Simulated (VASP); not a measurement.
A run of VASP 6.6.1:

Contents of INCAR:

```
SYSTEM = CdSe
ALGO = Normal
EDIFF = 1E-7
ENCUT = 520
GGA = PS
ISIF = 2
ISMEAR = 0
LASPH = .True.
LCHARG = .False.
LREAL = .False.
LWAVE = .False.
NBANDS = 16
NELM = 80
PREC = Accurate
SIGMA = 0.05
```

The input KPOINTS:

```
k-points
0
Gamma
  6 6 6
  0 0 0
```

The input POSCAR:

```
CdSe
1.0
    0.0000000000      2.8739580000      2.8739580000
    2.8739580000      0.0000000000      2.8739580000
    2.8739580000      2.8739580000      0.0000000000
Cd Se
1 1
Direct
    0.0000000000      0.0000000000      0.0000000000
    0.5000000000      0.5000000000      0.5000000000
```

Potentials or basis: VASP PAW PBE potentials, release 64 (Cd, Se).

Launch:

```sh
$ cat potpaw_PBE.64/Cd/POTCAR potpaw_PBE.64/Se/POTCAR > POTCAR
$ mpirun -np 1 vasp_std > vasp.out
```

Hardware: 1 thread of Intel Xeon 6975P-C (shared host).

Question: Estimate the wall time of this run.

Answer: It took 7.7 s on 1 thread of Intel Xeon 6975P-C, on a shared host, peak memory 0.17 GiB. Counts: scf iterations 12, k points 16.
